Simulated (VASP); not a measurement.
# Tl (Im-3m) in VASP: further runs

The runs below take Tl through single point, with PBE.

Everything below comes from runs of VASP 6.6.1. Logs are shortened: lines on timing, memory, paths and dates and some standing lists are left out, and cuts for length are marked.

## Step 1: The cell of the first run

Symmetry: Im-3m, No. 229, cubic system. Conventional cell: a = 3.356 Å, b = 3.356 Å, c = 3.356 Å, α = 90.00°, β = 90.00°, γ = 90.00°. Tl (site symmetry m-3m) has 14 Tl at 2.91 to 3.36 Å within 3.8 Å.

## Step 2: Single point, PBE (volume scaled by 0.6)

The input, INCAR:

```
PREC = Accurate
ENCUT = 520
EDIFF = 1E-6
ISMEAR = -1
SIGMA = 0.08
LREAL = F
LASPH = T
NELM = 80
ALGO = Normal
ISIF = 2
LWAVE = F
LCHARG = T
GGA = PE
LELF = T
LVHAR = T
NBANDS = 12
```

The input, KPOINTS:

```
Automatic mesh
0
Gamma
  15 15 15
```

The input, POSCAR:

```
Tl
1.0
   -1.6778735852      1.6778735852      1.6778735852
    1.6778735852     -1.6778735852      1.6778735852
    1.6778735852      1.6778735852     -1.6778735852
Tl
1
Direct
    0.0000000000      0.0000000000      0.0000000000
```

Potentials or basis: VASP PAW PBE potentials, release 64 (Tl_d).

The run is started by

```bash
$ cat potpaw_PBE.64/Tl_d/POTCAR > POTCAR
$ mpirun -np 1 vasp_std > vasp.out
```

OUTCAR:

```text
PREC = Accurate
   ENCUT = 520
   EDIFF = 1E-6
   ISMEAR = -1
   LREAL = F
   LASPH = T
   NELM = 80
   ISIF = 2
   GGA = PE

 ion  position               nearest neighbor table
   1  0.000  0.000  0.000-

  LATTYP: Found a body centered cubic cell.
 ALAT       =     3.3557471704

  Lattice vectors:

 A1 = (  -1.6778735852,   1.6778735852,   1.6778735852)
 A2 = (   1.6778735852,  -1.6778735852,   1.6778735852)
 A3 = (   1.6778735852,   1.6778735852,  -1.6778735852)

Analysis of symmetry for initial positions (statically):
=====================================================================
 Subroutine PRICEL returns:
 Original cell was already a primitive cell.

 Routine SETGRP: Setting up the symmetry group for a
 body centered cubic supercell.

 Subroutine GETGRP returns: Found 48 space group operations
 (whereof 48 operations were pure point group operations)
 out of a pool of 48 trial point group operations.

The static configuration has the point symmetry O_h .

Analysis of symmetry for dynamics (positions and initial velocities):
=====================================================================
 Subroutine PRICEL returns:
 Original cell was already a primitive cell.

 Routine SETGRP: Setting up the symmetry group for a
 body centered cubic supercell.

 Subroutine GETGRP returns: Found 48 space group operations
 (whereof 48 operations were pure point group operations)
 out of a pool of 48 trial point group operations.

The dynamic configuration has the point symmetry O_h .

 Subroutine INISYM returns: Found 48 space group operations
 (whereof 48 operations are pure point group operations),
 and found     1 'primitive' translations

----------------------------------------------------------------------------------------

                                     Primitive cell

  volume of cell :      18.8946

  direct lattice vectors                    reciprocal lattice vectors
    -1.677873585  1.677873585  1.677873585     0.000000000  0.297996228  0.297996228
     1.677873585 -1.677873585  1.677873585     0.297996228  0.000000000  0.297996228
     1.677873585  1.677873585 -1.677873585     0.297996228  0.297996228  0.000000000

  length of vectors
     2.906162298  2.906162298  2.906162298     0.421430308  0.421430308  0.421430308

  position of ions in fractional coordinates (direct lattice)
     0.000000000  0.000000000  0.000000000

  ion indices of the primitive-cell ions
   primitive index   ion index
                 1           1

----------------------------------------------------------------------------------------
[... 70 lines left out ...]
   EDIFF  = 0.1E-05   stopping-criterion for ELM
   LREAL  =      F    real-space projection
   EDIFFG = 0.1E-04   stopping-criterion for IOM
   NSW    =      0    number of steps for IOM
   IBRION =     -1    ionic relax: 0-MD 1-quasi-New 2-CG
   NFREE  =      0    steps in history (QN), initial steepest desc. (CG)
   ISIF   =      2    stress and relaxation
   ISYM   =      2    0-nonsym 1-usesym 2-fastsym
   POTIM  = 0.5000    time-step for ionic-motion
   TEBEG  =    0.0;   TEEND  =   0.0 temperature during run
   PSTRESS=    0.0 pullay stress
   NELECT =      13.0000    total number of electrons
   NUPDOWN=      -1.0000    fix difference up-down
   EMIN   =  10.00;   EMAX   =-10.00  energy-range for DOS
   EFERMI =   0.00;   METHOD = LEGACY
   ISMEAR =    -1;   SIGMA  =   0.08  broadening in eV -4-tet -1-fermi 0-gaus
   EFERMI_NEDOS =   21; number of points for ismear=-14 and -15
   IALGO  =     38    algorithm
   IMIX   =      4    mixing-type and parameters
     AMIX     =   0.40;   BMIX     =  1.00
     AMIX_MAG =   1.60;   BMIX_MAG =  1.00
  volume/ion in A,a.u.               =      18.89       127.51
  Fermi-wavevector in a.u.,A,eV,Ry     =   1.445251  2.731129 28.419189  2.088751
  Thomas-Fermi vector in A             =   2.563454
   LORBIT       =      0    0 simple, 1 ext, 2 COOP (PROOUT), +10 PAW based schemes
   GGA     = PE    functional components
[... 5 lines left out ...]
 non-spin polarized calculation
  energy-cutoff  :      520.00
  volume of cell :       18.89
 maximum number of plane-waves:       531
 NGX is ok and might be reduce to    24
   NGX = 11   NGY = 11   NGZ = 11

 number of electron      13.0000004 magnetization

 Free energy of the ion-electron system (eV)
  ---------------------------------------------------
  ext. energy  EPLUGINS =         0.00000000
  ---------------------------------------------------
  free energy    TOTEN  =        -0.99706869 eV

  energy without entropy =       -0.99023494  energy(sigma->0) =       -0.99365182

 E-fermi :  12.3845     XC(G=0): -12.4391

 val. band max:       12.3660185832   @ k =   0.2667   0.2667   0.2000
 cond. band min:      12.3857456037   @ k =  -0.3333   0.4667   0.1333
 fundamental gap:      0.0197270205
 Fermi energy:        12.3844540308

 k-point     1 :       0.0000    0.0000    0.0000
  band No.  band energies     occupation
      1      -1.5601      2.00000
      2      -0.7114      2.00000
      3      -0.7114      2.00000
      4      -0.7114      2.00000
      5       0.3705      2.00000
      6       0.3705      2.00000
      7      24.9668      0.00000
      8      24.9668      0.00000
      9      24.9668      0.00000
     10      28.3485      0.00000
     11      28.3485      0.00000
     12      28.3485      0.00000
[... 331 lines left out ...]
 k-point    24 :       0.4000    0.2000    0.0000
  band No.  band energies     occupation
      1      -1.2651      2.00000
      2      -0.8869      2.00000
      3       0.0939      2.00000
      4       0.3043      2.00000
      5       0.7253      2.00000
      6       7.9794      2.00000
      7       8.9422      2.00000
      8      15.1048      0.00000
      9      20.3363      0.00000
     10      27.0695      0.00000
     11      29.3418      0.00000
     12      31.2330      0.00000

 [... further k-points ...]
[... 5 lines left out ...]
  --------------------------------------------------------------------------------------
  -------------------------------------------------------------------------------------
  Total        6.3428792      6.3428792      6.3428792      0.0000000      0.0000000      0.0000000
  in kB      537.8477021    537.8477021    537.8477021      0.0000000      0.0000000      0.0000000
  external PRESSURE =     537.8477021 kB  Pullay stress =       0.0000000 kB

 VOLUME and BASIS-vectors are now :
 -----------------------------------------------------------------------------
  energy-cutoff  :      520.00
  volume of cell :       18.89
      direct lattice vectors                 reciprocal lattice vectors
    -1.677873585  1.677873585  1.677873585     0.000000000  0.297996228  0.297996228
     1.677873585 -1.677873585  1.677873585     0.297996228  0.000000000  0.297996228
     1.677873585  1.677873585 -1.677873585     0.297996228  0.297996228  0.000000000

 POSITION                                       TOTAL-FORCE (eV/Angst)
 -----------------------------------------------------------------------------------
      0.00000      0.00000      0.00000        -0.000000     -0.000000      0.000000
 -----------------------------------------------------------------------------------
    total drift:                                0.000000      0.000000     -0.000000

  FREE ENERGIE OF THE ION-ELECTRON SYSTEM (eV)
  ---------------------------------------------------
  free  energy   TOTEN  =        -0.9970686929 eV

  energy  without entropy=       -0.9902349379  energy(sigma->0) =       -0.99365182
```

OSZICAR:

```text
N       E                     dE             d eps       ncg     rms          rms(c)
DAV:   1     0.536299793877E+02    0.53630E+02   -0.70629E+03  3096   0.101E+03
DAV:   2    -0.397663309867E+00   -0.54028E+02   -0.52923E+02  3328   0.230E+02
DAV:   3    -0.107285935059E+01   -0.67520E+00   -0.67482E+00  3428   0.228E+01
DAV:   4    -0.107524996906E+01   -0.23906E-02   -0.23905E-02  3260   0.157E+00
DAV:   5    -0.107526972812E+01   -0.19759E-04   -0.19760E-04  3344   0.135E-01    0.889E+00
DAV:   6    -0.101501803905E+01    0.60252E-01   -0.69750E-02  3012   0.300E+00    0.561E+00
DAV:   7    -0.998256650248E+00    0.16761E-01   -0.39917E-02  3124   0.227E+00    0.946E-01
DAV:   8    -0.997062882493E+00    0.11938E-02   -0.43891E-03  3072   0.712E-01    0.639E-02
DAV:   9    -0.997067157459E+00   -0.42750E-05   -0.34160E-05  3344   0.618E-02    0.198E-02
DAV:  10    -0.997068605738E+00   -0.14483E-05   -0.14206E-06  3236   0.136E-02    0.135E-03
DAV:  11    -0.997068692949E+00   -0.87211E-07   -0.18169E-07  1632   0.407E-03
   1 F= -.99706869E+00 E0= -.99365182E+00  d E =-.683376E-02
```

Wall time 13 s (1 thread of Intel Xeon Platinum 8488C (Sapphire Rapids), shared host); peak memory 0.16 GiB.

What came out:

| Property | Result |
| --- | --- |
| Free energy | -0.9971 eV |
| Pressure | 53.8 GPa |

Caveat: spin-orbit coupling is left out, which moves the levels of the heavy elements.

## Step 3: Single point, PBE (volume scaled by 0.6)

The input, INCAR:

```
SYSTEM = Tl
PREC     = Accurate       ! precision mode
ENCUT    = 520            ! plane-wave cutoff, eV
EDIFF    = 1E-6           ! SCF threshold, eV
ISMEAR   = -1             ! smearing method
SIGMA    = 0.08           ! smearing width, eV
LREAL    = .FALSE.        ! projectors in reciprocal space
LASPH    = .TRUE.         ! aspherical terms in the spheres
NELM     = 60             ! most SCF steps
ALGO     = Normal         ! electronic algorithm
ISIF     = 2              ! what is computed and relaxed
LWAVE    = .FALSE.        ! write WAVECAR
LCHARG   = .FALSE.        ! write CHGCAR
GGA      = PE             ! functional
NBANDS   = 12             ! bands
```

The input, KPOINTS:

```
Automatic mesh
0
G
  15 15 15
  0 0 0
```

POSCAR is that of step 2.

Potentials or basis: VASP PAW PBE potentials, release 64 (Tl_d).

The run is started by

```bash
$ cat potpaw_PBE.64/Tl_d/POTCAR > POTCAR
$ mpirun -np 1 vasp_std > vasp.out
```

Wall time 14 s (1 thread of Intel Xeon Platinum 8488C (Sapphire Rapids), shared host); peak memory 0.15 GiB.

It converged, with:

| Property | Result |
| --- | --- |
| Free energy | -0.9971 eV |
| Pressure | 53.8 GPa |

Levels at points of the mesh, in eV from the Fermi level:
```csv
k point,band 3,band 4,band 5,band 6,band 7,band 8,band 9,band 10
"(0.00, 0.00, 0.00)",-13.10,-13.10,-12.01,-12.01,12.58,12.58,12.58,15.96
```

Caveat: spin-orbit coupling is left out, which moves the levels of the heavy elements.

## Step 4: Single point, PBE (volume scaled by 0.7)

The input, INCAR:

```
SYSTEM = Tl
PREC = Accurate ; ENCUT = 520
EDIFF = 1E-6 ; ISMEAR = -1
SIGMA = 0.08 ; LREAL = .False.
LASPH = .True. ; NELM = 60
ALGO = Normal ; ISIF = 2
LWAVE = .False. ; LCHARG = .False.
GGA = PE ; NBANDS = 12
```

The input, KPOINTS:

```
Automatic mesh
0
Gamma
  15 15 15
  0 0 0
```

The input, POSCAR:

```
Tl
1.0
   -1.7663421539      1.7663421539      1.7663421539
    1.7663421539     -1.7663421539      1.7663421539
    1.7663421539      1.7663421539     -1.7663421539
Tl
1
Direct
    0.0000000000      0.0000000000      0.0000000000
```

The run is started by

```bash
$ cat potpaw_PBE.64/Tl_d/POTCAR > POTCAR
$ mpirun -np 1 vasp_std > vasp.out
```

It took 16 s on 1 thread of Intel Xeon Platinum 8488C (Sapphire Rapids), shared host; peak memory 0.16 GiB.

The run converged. Its results:

```
Free energy : -1.7311 eV
Pressure    : 24.4 GPa
```

Levels at points of the mesh, in eV from the Fermi level:
```
           k point  band 3  band 4  band 5  band 6  band 7  band 8  band 9  band 10
(0.00, 0.00, 0.00)  -12.41  -12.28  -11.63  -11.63   12.64   12.64   12.64    13.86
```

Caveat: spin-orbit coupling is left out, which moves the levels of the heavy elements.

## Step 5: Single point, PBE (volume scaled by 0.8)

The input, INCAR:

```
SYSTEM = Tl
  PREC = Accurate
  ENCUT = 520
  EDIFF = 1E-6
  ISMEAR = -1
  SIGMA = 0.08
  LREAL = .False.
  LASPH = .True.
  NELM = 80
  ALGO = Normal
  ISIF = 2
  LWAVE = .False.
  LCHARG = .False.
  GGA = PE
  NBANDS = 12
```

The input, KPOINTS:

```
regular mesh
0
Gamma
  15 15 15
  0 0 0
```

The input, POSCAR:

```
Tl
1.0
   -1.8467388371      1.8467388371      1.8467388371
    1.8467388371     -1.8467388371      1.8467388371
    1.8467388371      1.8467388371     -1.8467388371
Tl
1
Direct
    0.0000000000      0.0000000000      0.0000000000
```

Potentials or basis: VASP PAW PBE potentials, release 64 (Tl_d).

The run is started by

```bash
$ cat potpaw_PBE.64/Tl_d/POTCAR > POTCAR
$ mpirun -np 1 vasp_std > vasp.out
```

OUTCAR:

```text
SYSTEM = Tl
   PREC = Accurate
   ENCUT = 520
   EDIFF = 1E-6
   ISMEAR = -1
   LREAL = .False.
   LASPH = .True.
   NELM = 80
   ISIF = 2
   GGA = PE

 ion  position               nearest neighbor table
   1  0.000  0.000  0.000-

  LATTYP: Found a body centered cubic cell.
 ALAT       =     3.6934776742

  Lattice vectors:

 A1 = (  -1.8467388371,   1.8467388371,   1.8467388371)
 A2 = (   1.8467388371,  -1.8467388371,   1.8467388371)
 A3 = (   1.8467388371,   1.8467388371,  -1.8467388371)

Analysis of symmetry for initial positions (statically):
=====================================================================
 Subroutine PRICEL returns:
 Original cell was already a primitive cell.

 Routine SETGRP: Setting up the symmetry group for a
 body centered cubic supercell.

 Subroutine GETGRP returns: Found 48 space group operations
 (whereof 48 operations were pure point group operations)
 out of a pool of 48 trial point group operations.

The static configuration has the point symmetry O_h .

Analysis of symmetry for dynamics (positions and initial velocities):
=====================================================================
 Subroutine PRICEL returns:
 Original cell was already a primitive cell.

 Routine SETGRP: Setting up the symmetry group for a
 body centered cubic supercell.

 Subroutine GETGRP returns: Found 48 space group operations
 (whereof 48 operations were pure point group operations)
 out of a pool of 48 trial point group operations.

The dynamic configuration has the point symmetry O_h .

 Subroutine INISYM returns: Found 48 space group operations
 (whereof 48 operations are pure point group operations),
 and found     1 'primitive' translations

----------------------------------------------------------------------------------------

                                     Primitive cell

[... 102 lines left out ...]
   EFERMI =   0.00;   METHOD = LEGACY
   ISMEAR =    -1;   SIGMA  =   0.08  broadening in eV -4-tet -1-fermi 0-gaus
   EFERMI_NEDOS =   21; number of points for ismear=-14 and -15
   IALGO  =     38    algorithm
   IMIX   =      4    mixing-type and parameters
     AMIX     =   0.40;   BMIX     =  1.00
     AMIX_MAG =   1.60;   BMIX_MAG =  1.00
  volume/ion in A,a.u.               =      25.19       170.01
  Fermi-wavevector in a.u.,A,eV,Ry     =   1.313098  2.481395 23.459523  1.724226
  Thomas-Fermi vector in A             =   2.443444
   LORBIT       =      0    0 simple, 1 ext, 2 COOP (PROOUT), +10 PAW based schemes
   GGA     = PE    functional components
[... 5 lines left out ...]
 non-spin polarized calculation
  energy-cutoff  :      520.00
  volume of cell :       25.19
 maximum number of plane-waves:       690
   NGX = 11   NGY = 11   NGZ = 11

 number of electron      13.0000004 magnetization

 Free energy of the ion-electron system (eV)
  ---------------------------------------------------
  ext. energy  EPLUGINS =         0.00000000
  ---------------------------------------------------
  free energy    TOTEN  =        -2.06104494 eV

  energy without entropy =       -2.05063408  energy(sigma->0) =       -2.05583951

 E-fermi :   8.1072     XC(G=0): -10.8434

 val. band max:        8.0731666099   @ k =  -0.4000  -0.4667   0.2667
 cond. band min:       8.1609577792   @ k =   0.2000   0.2000   0.1333
 fundamental gap:      0.0877911693
 Fermi energy:         8.1071534229

 k-point     1 :       0.0000    0.0000    0.0000
  band No.  band energies     occupation
      1      -3.9003      2.00000
      2      -3.9003      2.00000
      3      -3.9003      2.00000
      4      -3.3210      2.00000
      5      -3.3210      2.00000
      6      -2.9667      2.00000
      7      20.3098      0.00000
      8      20.3098      0.00000
      9      20.3098      0.00000
     10      20.6178      0.00000
     11      20.6178      0.00000
     12      20.6178      0.00000
[... 331 lines left out ...]
 k-point    24 :       0.4000    0.2000    0.0000
  band No.  band energies     occupation
      1      -4.1252      2.00000
      2      -3.9063      2.00000
      3      -3.4347      2.00000
      4      -3.3549      2.00000
      5      -3.1185      2.00000
      6       3.4812      2.00000
      7       5.7956      2.00000
      8      10.4510      0.00000
      9      15.0160      0.00000
     10      20.8807      0.00000
     11      23.7099      0.00000
     12      24.0930      0.00000

 [... further k-points ...]
[... 5 lines left out ...]
  --------------------------------------------------------------------------------------
  -------------------------------------------------------------------------------------
  Total        1.6577049      1.6577049      1.6577049      0.0000000     -0.0000000      0.0000000
  in kB      105.4244552    105.4244552    105.4244552      0.0000000     -0.0000000      0.0000000
  external PRESSURE =     105.4244552 kB  Pullay stress =       0.0000000 kB

 VOLUME and BASIS-vectors are now :
 -----------------------------------------------------------------------------
  energy-cutoff  :      520.00
  volume of cell :       25.19
      direct lattice vectors                 reciprocal lattice vectors
    -1.846738837  1.846738837  1.846738837     0.000000000  0.270747542  0.270747542
     1.846738837 -1.846738837  1.846738837     0.270747542  0.000000000  0.270747542
     1.846738837  1.846738837 -1.846738837     0.270747542  0.270747542  0.000000000

 POSITION                                       TOTAL-FORCE (eV/Angst)
 -----------------------------------------------------------------------------------
      0.00000      0.00000      0.00000         0.000000      0.000000      0.000000
 -----------------------------------------------------------------------------------
    total drift:                               -0.000000      0.000000     -0.000000

  FREE ENERGIE OF THE ION-ELECTRON SYSTEM (eV)
  ---------------------------------------------------
  free  energy   TOTEN  =        -2.0610449417 eV

  energy  without entropy=       -2.0506340836  energy(sigma->0) =       -2.05583951
```

It took 11 s on 1 thread of Intel Xeon Platinum 8488C (Sapphire Rapids), shared host; peak memory 0.16 GiB.

Results:

```
Free energy : -2.0610 eV
Pressure    : 10.5 GPa
```

Caveat: spin-orbit coupling is left out, which moves the levels of the heavy elements.

## Step 6: Overview

```tsv
cell	gap on the mesh (eV)	pressure (GPa)
a = 2.906 Å, angles 109.5°, 1 atom	none	53.8
a = 3.059 Å, angles 109.5°, 1 atom	none	24.4
a = 3.199 Å, angles 109.5°, 1 atom	none	10.5
```

Alike in all rows: task single point; level PBE; potentials or basis VASP PAW PBE potentials, release 64 (Tl_d); no spin polarisation; k mesh 15 × 15 × 15; cutoff (eV) 520; smearing fermi-dirac 0.08 eV.

Caveats: spin-orbit coupling is left out, which moves the levels of the heavy elements.

Total energies depend on the potentials used, so only differences within one code and one set of settings carry meaning.
